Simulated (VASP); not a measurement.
A run of VASP 6.6.1 is set up as follows.

The input POSCAR:

```
C
1.0
    5.6283333766      0.0000000000      0.0000000000
   -2.8141666883      4.8742796851      0.0000000000
    0.0000000000      0.0000000000      1.2783305284
C
3
Direct
    0.0000000000      0.0000000000      0.0000000000
    0.3333333333      0.6666666667      0.5000000000
    0.6666666667      0.3333333333      0.5000000000
```

INCAR.step1

```
SYSTEM = C
  PREC = Accurate
  ENCUT = 520
  ISMEAR = 0
  SIGMA = 0.1
  LREAL = .FALSE.
  LASPH = .TRUE.
  NELM = 100
  NBANDS = 13
  GGA = PE
  ALGO = Normal
  EDIFF = 1E-4
  LWAVE = .TRUE.
  LCHARG = .FALSE.
```

The input INCAR.step2:

```
SYSTEM = C
  PREC = Accurate
  ENCUT = 520
  EDIFF = 1E-6
  ISMEAR = 0
  SIGMA = 0.1
  LREAL = .FALSE.
  LASPH = .TRUE.
  NELM = 100
  ALGO = Normal
  ISIF = 2
  LWAVE = .FALSE.
  LCHARG = .FALSE.
  METAGGA = R2SCAN
  LMIXTAU = .TRUE.
  NBANDS = 13
  ISTART = 1
```

KPOINTS

```
Automatic mesh
0
G
  6 6 12
  0 0 0
```

Potentials or basis: VASP PAW PBE potentials, release 64 (C).

The run is started by

```console
$ cat potpaw_PBE.64/C/POTCAR > POTCAR
$ cp INCAR.step1 INCAR
$ mpirun -np 1 vasp_std > vasp.out
$ cp INCAR.step2 INCAR
$ mpirun -np 1 vasp_std > vasp.out
```

(1) What does it give for the band gap on the k mesh?

(2) Predict the pressure.

## Answers

(1) zero (band 6 reaches 10.99 eV, above the bottom of band 7 at -4.76 eV).

(2) -0.2 GPa.

Caveat: the k points lie up to 0.41 Å⁻¹ apart; the PAW data sets were made with another functional, which shifts forces and pressure a little.
